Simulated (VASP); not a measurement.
Ge, 1 atom in the cell. It takes space group P6/mmm (No. 191, hexagonal). Conventional cell: a = 3.061 Å, b = 3.061 Å, c = 2.861 Å, α = 90.00°, β = 90.00°, γ = 120.00°. Within 3.8 Å of Ge (site symmetry 6/mmm) lie 8 Ge at 2.86 to 3.06 Å. This isn't the form of Ge at room conditions, which is diamond.

- Program: VASP 6.6.1
- Task: relaxation of cell and atoms
- Functional: PBE
- Potentials or basis: VASP PAW PBE potentials, release 64 (Ge_d)
- Cutoff: 600 eV
- k mesh: 6 × 6 × 6
- Occupations: gaussian, width 0.1 eV
- Spin: no spin polarisation
- Dipole correction: no
- Further INCAR settings: ALGO = Normal; EDIFF = 1e-07; IBRION = 2; EDIFFG = -0.04; NSW = 90; ISIF = 3

Potentials or basis: VASP PAW PBE potentials, release 64 (Ge_d).

Launch:

```console
$ cat potpaw_PBE.64/Ge_d/POTCAR > POTCAR
$ mpirun -np 1 vasp_std > vasp.out
```

Hardware: 1 thread of Intel(R) Xeon(R) 6975P-C (Granite Rapids), with other jobs on the host.

Question: How long does it take, and how much memory?

Answer: Wall time 14 s on 1 thread of Intel(R) Xeon(R) 6975P-C (Granite Rapids), with other jobs on the host, peak memory 0.14 GiB. Counts: scf iterations 55, k points 28, ion steps 7.
